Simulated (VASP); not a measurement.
Wanted: the native input for a VASP 6.6.1 run.

```yaml
Task: single point
Functional: PBE
Potentials_or_basis: VASP PAW PBE potentials, release 64 (Ba_sv, Ti_sv, O)
Cutoff: 520 eV
k_mesh: 8 × 8 × 8
Occupations: fermi-dirac, width 0.02 eV
Spin: no spin polarisation
Dipole_correction: no
Further_INCAR_settings: ALGO = Normal; EDIFF = 1e-07; NBANDS = 28
```

The structure of BaTiO3 lies in POSCAR:

```
BaTiO3
1.0
    3.9457420220      0.0000000000      0.0000000000
    0.0000000000      3.9457420220      0.0000000000
    0.0000000000      0.0000000000      3.9636960459
Ba Ti O
1 1 3
Direct
    0.0000000000      0.0000000000      0.0003385073
    0.5000000000      0.5000000000      0.4897153689
    0.5000000000      0.5000000000      0.0155190358
    0.5000000000      0.0000000000      0.5112135441
    0.0000000000      0.5000000000      0.5112135441
```

One way to write it, as run:

INCAR

```
  ALGO = Normal
  EDIFF = 1E-7
  ENCUT = 520
  GGA = PE
  ISIF = 2
  ISMEAR = -1
  LASPH = T
  LCHARG = F
  LREAL = F
  LWAVE = F
  NBANDS = 28
  NELM = 60
  PREC = Accurate
  SIGMA = 0.02
```

KPOINTS

```
k-points
0
Gamma
  8 8 8
```

Potentials or basis: VASP PAW PBE potentials, release 64 (Ba_sv, Ti_sv, O).

Run with:

```bash
$ cat potpaw_PBE.64/Ba_sv/POTCAR potpaw_PBE.64/Ti_sv/POTCAR potpaw_PBE.64/O/POTCAR > POTCAR
$ mpirun -np 1 vasp_std > vasp.out
```

It gave:

The pressure is 12.0 GPa and the largest force is 0.038 eV/Å. The band gap on the k mesh is 1.84 eV (least direct gap 2.07 eV).

Caveat: the cell stands under pressure; spin-orbit coupling is left out, which moves the levels of the heavy elements.

Run time: 2.2 min on 1 thread of Intel(R) Xeon(R) Platinum 8259CL CPU @ 2.50GHz (Skylake/Cascade Lake), with other jobs on the host, peak memory 0.26 GiB.
